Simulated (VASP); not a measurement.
Write the native input for VASP 6.6.1 that does the following.

```yaml
Task: single point
Functional: PBE
Potentials_or_basis: VASP PAW PBE potentials, release 64 (Si, C)
Cutoff: 520 eV
k_mesh: 8 × 4 × 2
Occupations: gaussian, width 0.1 eV
Spin: no spin polarisation
Dipole_correction: no
Further_INCAR_settings: ALGO = Normal; EDIFF = 1e-06; NBANDS = 21
```

The structure of SiC2 lies in POSCAR:

```
SiC2
1.0
    2.4538779226      0.0000000000     -0.0052052228
    0.0000000000      4.2388636529      0.0000000000
   -0.6449230261      0.0000000000      9.5928262502
Si C
2 4
Direct
    0.7478084415      0.0000000000      0.9331856006
    0.7839763369      0.5000000000      0.0673518720
    0.4920626942      0.1667303710      0.4999151908
    0.9920399508      0.6667324783      0.4998155757
    0.9920399508      0.3332675217      0.4998155757
    0.4920626942      0.8332696290      0.4999151908
```

One way to write it, as run:

INCAR

```
SYSTEM = SiC2
ALGO = Normal ; EDIFF = 1E-6
ENCUT = 520 ; GGA = PE
ISIF = 2 ; ISMEAR = 0
LASPH = .TRUE. ; LCHARG = .TRUE.
LELF = .TRUE. ; LREAL = .FALSE.
LVHAR = .TRUE. ; LWAVE = .FALSE.
NBANDS = 21 ; NELM = 60
PREC = Accurate ; SIGMA = 0.1
```

KPOINTS

```
k-points
0
G
  8 4 2
  0 0 0
```

Potentials or basis: VASP PAW PBE potentials, release 64 (Si, C).

Launch:

```console
$ cat potpaw_PBE.64/Si/POTCAR potpaw_PBE.64/C/POTCAR > POTCAR
$ mpirun -np 1 vasp_std > vasp.out
```

It gave:

| Property | Result |
| --- | --- |
| Pressure | 0.1 GPa |
| Largest force | 0.003 eV/Å |
| Band gap on the k mesh | zero (band 12 reaches 3.11 eV, above the bottom of band 13 at 1.92 eV) |

Caveat: the k points lie up to 0.37 Å⁻¹ apart.

It took 44 s on 1 thread of Intel(R) Xeon(R) Platinum 8559C (Emerald Rapids), with other jobs on the host, peak memory 0.2 GiB.
